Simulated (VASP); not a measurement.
# Os (P6_3/mmc) in VASP: settings compared

Aim: see how the results for Os move with the level of theory and the settings. Levels: PBEsol, RPBE+U. Tasks: elastic constants, electric field gradients.

Everything below comes from runs of VASP 6.6.1. Logs are shortened: lines on timing, memory, paths and dates and some standing lists are left out, and cuts for length are marked.

## Step 1: The cell of the first run

The structure is hexagonal, space group P6_3/mmc (No. 194). Conventional cell: a = 2.734 Å, b = 2.734 Å, c = 4.320 Å, α = 90.00°, β = 90.00°, γ = 120.00°. Within 3.5 Å of Os (site symmetry -6m2) lie 12 Os at 2.68 to 2.73 Å.

## Step 2: Elastic constants, PBEsol

INCAR

```
ALGO = Fast ; EDIFF = 1E-8
ENCUT = 600 ; GGA = PS
IBRION = 6 ; ISIF = 3
ISMEAR = -1 ; LASPH = T
LCHARG = F ; LREAL = F
LWAVE = F ; NELM = 80
NFREE = 2 ; NSW = 1
POTIM = 0.015 ; PREC = Accurate
SIGMA = 0.05
```

KPOINTS

```
k-points
0
Gamma
  8 8 5
```

POSCAR

```
Os
1.0
    2.7341000000      0.0000000000      0.0000000000
   -1.3670500000      2.3678000565      0.0000000000
    0.0000000000      0.0000000000      4.3197000000
Os
2
Direct
    0.6666666667      0.3333333333      0.7500000000
    0.3333333333      0.6666666667      0.2500000000
```

Potentials or basis: VASP PAW PBE potentials, release 64 (Os).

Started as:

```console
$ cat potpaw_PBE.64/Os/POTCAR > POTCAR
$ mpirun -np 1 vasp_std > vasp.out
```

OUTCAR:

```text
EDIFF = 1E-8
   ENCUT = 600
   GGA = PS
   IBRION = 6
   ISIF = 3
   ISMEAR = -1
   LASPH = T
   LREAL = F
   NELM = 80
   NFREE = 2
   NSW = 1
   POTIM = 0.015
   PREC = Accurate

 ion  position               nearest neighbor table
   1  0.667  0.333  0.750-   2 2.68   2 2.68   2 2.68   2 2.68   2 2.68   2 2.68
   2  0.333  0.667  0.250-   1 2.68   1 2.68   1 2.68   1 2.68   1 2.68   1 2.68

  LATTYP: Found a hexagonal cell.
 ALAT       =     2.7341000000
 C/A-ratio  =     1.5799348963

  Lattice vectors:

 A1 = (   2.7341000000,   0.0000000000,   0.0000000000)
 A2 = (  -1.3670500000,   2.3678000565,   0.0000000000)
 A3 = (   0.0000000000,   0.0000000000,   4.3197000000)

Analysis of symmetry for initial positions (statically):
=====================================================================
 Subroutine PRICEL returns:
 Original cell was already a primitive cell.

 Routine SETGRP: Setting up the symmetry group for a
 hexagonal supercell.

 Subroutine GETGRP returns: Found 24 space group operations
 (whereof 12 operations were pure point group operations)
 out of a pool of 24 trial point group operations.

The static configuration has the point symmetry D_3d.
 The point group associated with its full space group is D_6h.

Analysis of symmetry for dynamics (positions and initial velocities):
=====================================================================
 Subroutine PRICEL returns:
 Original cell was already a primitive cell.

 Routine SETGRP: Setting up the symmetry group for a
 hexagonal supercell.

 Subroutine GETGRP returns: Found 24 space group operations
 (whereof 12 operations were pure point group operations)
 out of a pool of 24 trial point group operations.

The dynamic configuration has the point symmetry D_3d.
 The point group associated with its full space group is D_6h.

 Subroutine INISYM returns: Found 24 space group operations
 (whereof 12 operations are pure point group operations),
 and found     1 'primitive' translations

----------------------------------------------------------------------------------------

                                     Primitive cell

  volume of cell :      27.9649

  direct lattice vectors                    reciprocal lattice vectors
     2.734100000  0.000000000  0.000000000     0.365751070  0.211166479  0.000000000
    -1.367050000  2.367800057  0.000000000     0.000000000  0.422332957  0.000000000
     0.000000000  0.000000000  4.319700000     0.000000000  0.000000000  0.231497558

  length of vectors
     2.734100000  2.734100000  4.319700000     0.422332957  0.422332957  0.231497558

  position of ions in fractional coordinates (direct lattice)
     0.666666667  0.333333333  0.750000000
     0.333333333  0.666666667  0.250000000

  ion indices of the primitive-cell ions
   primitive index   ion index
                 1           1
                 2           2

----------------------------------------------------------------------------------------

 KPOINTS: k-points

Automatic generation of k-mesh.
 Grid dimensions read from file:
 generate k-points for:    8    8    5

 Generating k-lattice:

  Cartesian coordinates                     Fractional coordinates (reciprocal lattice)
[... 113 lines left out ...]

  FORCE on cell =-STRESS in cart. coord.  units (eV):
  Direction    XX          YY          ZZ          XY          YZ          ZX
  --------------------------------------------------------------------------------------
  -------------------------------------------------------------------------------------
  Total       -0.4734460     -0.4734460     -0.4913478      0.0000000      0.0000000      0.0000000
  in kB      -27.1248907    -27.1248907    -28.1505333      0.0000000      0.0000000      0.0000000
  external PRESSURE =     -27.4667715 kB  Pullay stress =       0.0000000 kB
[... 89 lines left out ...]
  FREE ENERGIE OF THE ION-ELECTRON SYSTEM (eV)
  ---------------------------------------------------
  free  energy   TOTEN  =       -24.5405484041 eV

  energy  without entropy=      -24.5334273726  energy(sigma->0) =      -24.53698789

[... ionic steps 4 to 14 ...]

--------------------------------------- Ionic step       15  -------------------------------------------

 number of electron      16.0000001 magnetization

------------------------ aborting loop because EDIFF is reached ----------------------------------------
[... 67 lines left out ...]
--------------------------------------- Ionic step       17  -------------------------------------------

 number of electron      16.0000001 magnetization

 Free energy of the ion-electron system (eV)
  ---------------------------------------------------
  ext. energy  EPLUGINS =         0.00000000
  ---------------------------------------------------
  free energy    TOTEN  =       -24.54770170 eV

  energy without entropy =      -24.53968738  energy(sigma->0) =      -24.54369454

 E-fermi :   9.0914     XC(G=0): -14.1553

 val. band max:        9.0365491883   @ k =  -0.0000   0.2500   0.2000
 cond. band min:       9.3059372665   @ k =   0.0000   0.0000   0.0000
 fundamental gap:      0.2693880782
 Fermi energy:         9.0914463322

 k-point     1 :       0.0000    0.0000    0.0000
  band No.  band energies     occupation
      1      -1.6858      2.00000
      2       1.4873      2.00000
      3       6.2474      2.00000
      4       6.2474      2.00000
      5       6.4989      2.00000
      6       7.0905      2.00000
      7       7.0905      2.00000
      8       7.7488      2.00000
      9       7.7488      2.00000
     10       9.3059      0.02704
     11      11.0067      0.00000
     12      11.0067      0.00000
[... 331 lines left out ...]
 k-point    24 :       0.3750    0.0000    0.4000
  band No.  band energies     occupation
      1       1.7237      2.00000
      2       2.3896      2.00000
      3       3.8392      2.00000
      4       4.4661      2.00000
      5       7.3149      2.00000
      6       7.3244      2.00000
      7       8.2664      2.00000
      8       8.8016      1.99395
      9      10.7937      0.00000
     10      11.0435      0.00000
     11      11.2387      0.00000
     12      12.9414      0.00000

 [... further k-points ...]
[... 5 lines left out ...]
  --------------------------------------------------------------------------------------
  -------------------------------------------------------------------------------------
  Total       -0.4698274     -0.4698274     -0.4685538      0.0000000      0.0000000      0.0000000
  in kB      -26.9175744    -26.9175744    -26.8446067      0.0000000      0.0000000      0.0000000
  external PRESSURE =     -26.8932518 kB  Pullay stress =       0.0000000 kB
[... 17 lines left out ...]
  FREE ENERGIE OF THE ION-ELECTRON SYSTEM (eV)
  ---------------------------------------------------
  free  energy   TOTEN  =       -24.5477016972 eV

  energy  without entropy=      -24.5396873823  energy(sigma->0) =      -24.54369454

 INTERNAL STRAIN TENSORS FROM STRAINED CELLS
 ============================================

 INTERNAL STRAIN TENSOR FOR ION    1 for displacements in x,y,z  (eV/Angst):
          X           Y           Z          XY          YZ          ZX
  --------------------------------------------------------------------------------
  x     0.00000     0.00000    -0.00000     0.94499     0.00000     0.00000
  y     0.99036    -0.99429     0.00000     0.00023     0.00011    -0.00010
  z    -0.00000     0.00000     0.00000    -0.00000    -0.00888     0.00000

 INTERNAL STRAIN TENSORS FROM DISPLACED ATOMS
 ============================================

 INTERNAL STRAIN TENSOR FOR ION    1 for displacements in x,y,z  (eV/Angst):
          X           Y           Z          XY          YZ          ZX
  --------------------------------------------------------------------------------
  x     0.00000     0.00000     0.00000     0.90077     0.00000     0.00000
  y     0.90077    -0.90077    -0.00000     0.00000     0.00000     0.00000
  z     0.00000    -0.00000    -0.00000     0.00000     0.00000     0.00000

 INTERNAL STRAIN TENSOR FOR ION    2 for displacements in x,y,z  (eV/Angst):
          X           Y           Z          XY          YZ          ZX
  --------------------------------------------------------------------------------
  x    -0.00000     0.00000     0.00000    -0.90077     0.00000     0.00000
  y    -0.90077     0.90077     0.00000     0.00000     0.00000     0.00000
  z     0.00000     0.00000     0.00000     0.00000     0.00000     0.00000

 Eigenvectors and eigenvalues of the dynamical matrix
 ----------------------------------------------------

   1 f  =    6.751188 THz    42.418966 2PiTHz  225.195393 cm-1    27.920658 meV
             X         Y         Z           dx          dy          dz
      1.367050  0.789267  3.239775     0.000000    0.000000    0.707107
     -0.000000  1.578533  1.079925     0.000000   -0.000000   -0.707107
[... 16 lines left out ...]
   5 f  =    0.000000 THz     0.000000 2PiTHz    0.000000 cm-1     0.000000 meV
             X         Y         Z           dx          dy          dz
      1.367050  0.789267  3.239775     0.707107    0.000000    0.000000
     -0.000000  1.578533  1.079925     0.707107    0.000000    0.000000

   6 f/i=    0.000000 THz     0.000000 2PiTHz    0.000002 cm-1     0.000000 meV
             X         Y         Z           dx          dy          dz
      1.367050  0.789267  3.239775     0.000000   -0.333654   -0.623438
     -0.000000  1.578533  1.079925     0.000000   -0.333654   -0.623438

--------------------------------------------------------------------------------------------------------

 ELASTIC MODULI CONTR FROM IONIC RELAXATION (kBar)
 Direction    XX          YY          ZZ          XY          YZ          ZX
 --------------------------------------------------------------------------------
 XX          -4.1026      4.1026      0.0000     -0.0000      0.0000      0.0000
 YY           4.1026     -4.1026     -0.0000      0.0000      0.0000      0.0000
 ZZ           0.0000     -0.0000     -0.0000      0.0000      0.0000      0.0000
 XY          -0.0000      0.0000      0.0000     -4.1026      0.0000      0.0000
 YZ           0.0000      0.0000      0.0000      0.0000      0.0000      0.0000
 ZX           0.0000      0.0000      0.0000      0.0000      0.0000      0.0000
 --------------------------------------------------------------------------------

 TOTAL ELASTIC MODULI (kBar)
 Direction    XX          YY          ZZ          XY          YZ          ZX
 --------------------------------------------------------------------------------
 XX        8029.3652   2312.2331   2390.0918     -0.0000      0.0000      0.0000
 YY        2312.2331   8029.3652   2390.0918      0.0000     -0.0000      0.0000
 ZZ        2390.0918   2390.0918   8837.4654      0.0000      0.0000      0.0000
 XY          -0.0000      0.0000      0.0000   2858.5660      0.0000     -0.0000
 YZ           0.0000      0.0000      0.0000      0.0000   2893.4948      0.0000
 ZX           0.0000      0.0000      0.0000      0.0000      0.0000   2893.4946
 --------------------------------------------------------------------------------
```

Wall time 5.6 min (1 thread of Intel Xeon 6975P-C (Granite Rapids), shared host); peak memory 0.22 GiB.

What came out:

```
Voigt bulk modulus            : 434 GPa
Highest phonon frequency at Γ : 225 cm⁻¹
```

Phonon frequencies in cm⁻¹ (negative: imaginary):
| q point | frequencies |
| --- | --- |
| (0.000, 0.000, 0.000) | 0 0 0 180 180 225 |

Elastic tensor in Voigt notation (GPa, in the Cartesian axes of the cell as first typed):
```
803 231 239   0   0   0
231 803 239   0   0   0
239 239 884   0   0   0
  0   0   0 289   0   0
  0   0   0   0 289   0
  0   0   0   0   0 286
```

Clamped-ion elastic tensor (GPa):
```
803 231 239   0   0   0
231 803 239   0   0   0
239 239 884   0   0   0
  0   0   0 289   0   0
  0   0   0   0 289   0
  0   0   0   0   0 286
```

Caveat: the cell is under stress, which shifts elastic constants; the PAW data sets were made with another functional, which shifts forces and pressure a little; spin-orbit coupling is left out, which moves the levels of the heavy elements.

## Step 3: Electric field gradients, RPBE+U

INCAR

```
  PREC = Accurate
  ENCUT = 520
  EDIFF = 1E-8
  ISMEAR = -1
  SIGMA = 0.15
  LREAL = False
  LASPH = True
  NELM = 150
  ALGO = Normal
  ISIF = 2
  LWAVE = False
  LCHARG = False
  LMAXMIX = 4
  LDAU = True
  LDAUTYPE = 2
  LDAUL = 2
  LDAUU = 5.3
  LDAUJ = 0
  LDAUPRINT = 1
  GGA = RP
  LEFG = True
  NBANDS = 15
```

KPOINTS

```
Automatic mesh
0
Gamma
  11 11 6
```

POSCAR is that of step 2.

Potentials or basis: VASP PAW PBE potentials, release 64 (Os).

Started as:

```console
$ cat potpaw_PBE.64/Os/POTCAR > POTCAR
$ mpirun -np 1 vasp_std > vasp.out
```

OUTCAR:

```text
PREC = Accurate
   ENCUT = 520
   EDIFF = 1E-8
   ISMEAR = -1
   LREAL = False
   LASPH = True
   NELM = 150
   ISIF = 2
   GGA = RP

 ion  position               nearest neighbor table
   1  0.667  0.333  0.750-   2 2.68   2 2.68   2 2.68   2 2.68   2 2.68   2 2.68
   2  0.333  0.667  0.250-   1 2.68   1 2.68   1 2.68   1 2.68   1 2.68   1 2.68

  LATTYP: Found a hexagonal cell.
 ALAT       =     2.7341000000
 C/A-ratio  =     1.5799348963

  Lattice vectors:

 A1 = (   2.7341000000,   0.0000000000,   0.0000000000)
 A2 = (  -1.3670500000,   2.3678000565,   0.0000000000)
 A3 = (   0.0000000000,   0.0000000000,   4.3197000000)

Analysis of symmetry for initial positions (statically):
=====================================================================
 Subroutine PRICEL returns:
 Original cell was already a primitive cell.

 Routine SETGRP: Setting up the symmetry group for a
 hexagonal supercell.

 Subroutine GETGRP returns: Found 24 space group operations
 (whereof 12 operations were pure point group operations)
 out of a pool of 24 trial point group operations.

The static configuration has the point symmetry D_3d.
 The point group associated with its full space group is D_6h.

Analysis of symmetry for dynamics (positions and initial velocities):
=====================================================================
 Subroutine PRICEL returns:
 Original cell was already a primitive cell.

 Routine SETGRP: Setting up the symmetry group for a
 hexagonal supercell.

 Subroutine GETGRP returns: Found 24 space group operations
 (whereof 12 operations were pure point group operations)
[... 238 lines left out ...]
     10       9.5139      0.02340
     11      10.3254      0.00011
     12      10.3254      0.00011
     13      18.4476      0.00000
     14      23.5105      0.00000
[... 401 lines left out ...]
      2       2.8976      2.00000
      3       4.0576      2.00000
      4       4.3196      2.00000
      5       5.4801      2.00000
      6       6.0278      2.00000
      7       6.7243      2.00000
      8       7.7324      1.99883
      9       8.2994      1.94985
     10       8.7442      1.33419
     11      10.7748      0.00001
     12      14.6288      0.00000
     13      19.9244      0.00000
     14      24.4205      0.00000
     15      25.5775      0.00000

 [... further k-points ...]
[... 5 lines left out ...]
  --------------------------------------------------------------------------------------
  -------------------------------------------------------------------------------------
  Total       -0.7713379     -0.7713379     -1.5984241     -0.0000000     -0.0000000      0.0000000
  in kB      -44.1918568    -44.1918568    -91.5776719     -0.0000000     -0.0000000      0.0000000
  external PRESSURE =     -59.9871285 kB  Pullay stress =       0.0000000 kB

 VOLUME and BASIS-vectors are now :
 -----------------------------------------------------------------------------
  energy-cutoff  :      520.00
  volume of cell :       27.96
      direct lattice vectors                 reciprocal lattice vectors
     2.734100000  0.000000000  0.000000000     0.365751070  0.211166479  0.000000000
    -1.367050000  2.367800057  0.000000000     0.000000000  0.422332957  0.000000000
     0.000000000  0.000000000  4.319700000     0.000000000  0.000000000  0.231497558

 POSITION                                       TOTAL-FORCE (eV/Angst)
 -----------------------------------------------------------------------------------
      1.36705      0.78927      3.23977         0.000000     -0.000000      0.000000
     -0.00000      1.57853      1.07993        -0.000000      0.000000      0.000000
 -----------------------------------------------------------------------------------
    total drift:                               -0.000000      0.000000     -0.000000

  FREE ENERGIE OF THE ION-ELECTRON SYSTEM (eV)
  ---------------------------------------------------
  free  energy   TOTEN  =        -8.8988400518 eV

  energy  without entropy=       -8.8010442741  energy(sigma->0) =       -8.84994216

 Electric field gradients (V/A^2)
---------------------------------------------------------------------
 ion       V_xx      V_yy      V_zz      V_xy      V_xz      V_yz
---------------------------------------------------------------------
   1      20.604    20.604   -41.209    -0.000    -0.000     0.000
   2      20.604    20.604   -41.209    -0.000     0.000    -0.000
---------------------------------------------------------------------

 Electric field gradients after diagonalization (V/A^2)
 (convention: |V_zz| > |V_xx| > |V_yy|)
----------------------------------------------------------------------
 ion       V_xx      V_yy      V_zz     asymmetry (V_yy - V_xx)/ V_zz
----------------------------------------------------------------------
   1      20.604    20.604   -41.209       0.000
   2      20.604    20.604   -41.209       0.000
----------------------------------------------------------------------

           NMR quadrupolar parameters

 Cq : quadrupolar parameter    Cq=e*Q*V_zz/h
 eta: asymmetry parameters     (V_yy - V_xx)/ V_zz
 Q  : nuclear electric quadrupole moment in mb (millibarn)
----------------------------------------------------------------------
 ion       Cq(MHz)       eta       Q (mb)
----------------------------------------------------------------------
   1      -0.100       0.000       1.000
   2      -0.100       0.000       1.000
----------------------------------------------------------------------
```

OSZICAR:

```text
N       E                     dE             d eps       ncg     rms          rms(c)
DAV:   1     0.117812924509E+03    0.11781E+03   -0.75366E+03  1928   0.103E+03
DAV:   2    -0.476653206587E+01   -0.12258E+03   -0.10766E+03  1969   0.317E+02
DAV:   3    -0.980211688324E+01   -0.50356E+01   -0.48712E+01  2578   0.586E+01
[... 21 lines left out ...]
DAV:  25    -0.889884024334E+01    0.29744E-06   -0.12036E-06  2200   0.136E-02    0.949E-03
DAV:  26    -0.889884014924E+01    0.94100E-07   -0.49459E-07  2025   0.841E-03    0.358E-03
DAV:  27    -0.889884008153E+01    0.67707E-07   -0.11952E-07  2137   0.403E-03    0.715E-04
DAV:  28    -0.889884005737E+01    0.24164E-07   -0.26151E-09   981   0.619E-04    0.177E-04
DAV:  29    -0.889884005178E+01    0.55895E-08   -0.47469E-10   981   0.223E-04
   1 F= -.88988401E+01 E0= -.88499422E+01  d E =-.977958E-01
```

It took 44 s on 1 thread of Intel Xeon Platinum 8259CL at 2.50GHz (Skylake/Cascade Lake), shared host; peak memory 0.15 GiB.

What came out:

```yaml
Free_energy: -8.8988 eV
Pressure: -6.0 GPa
Band_gap_on_the_k_mesh: zero (band 8 reaches 10.98 eV, above the bottom of band 9 at 6.87 eV)
```

Stress tensor (GPa, compression positive):
```
-4.42  0.00  0.00
 0.00 -4.42  0.00
 0.00  0.00 -9.16
```

Electric field gradients, principal values (V/Å²):
| atom | least | middle | greatest (by size) |
| --- | --- | --- | --- |
| 1 Os | 20.604 | 20.604 | -41.209 |
| 2 Os | 20.604 | 20.604 | -41.209 |

Eigenvalues of the final occupation matrices:
```
    site  spin  trace               eigenvalues
site 1 d     1   3.33  0.60 0.66 0.66 0.70 0.70
site 1 d     2   3.33  0.60 0.66 0.66 0.70 0.70
site 2 d     1   3.33  0.60 0.66 0.66 0.70 0.70
site 2 d     2   3.33  0.60 0.66 0.66 0.70 0.70
```

Caveat: without QUAD_EFG the Cq values of the log hold for a quadrupole moment of 1 mb, not for the nuclei; the PAW data sets were made with another functional, which shifts forces and pressure a little; spin-orbit coupling is left out, which moves the levels of the heavy elements; U without spin polarisation on a metal has little footing; the U is typed as a test and isn't derived for this compound.
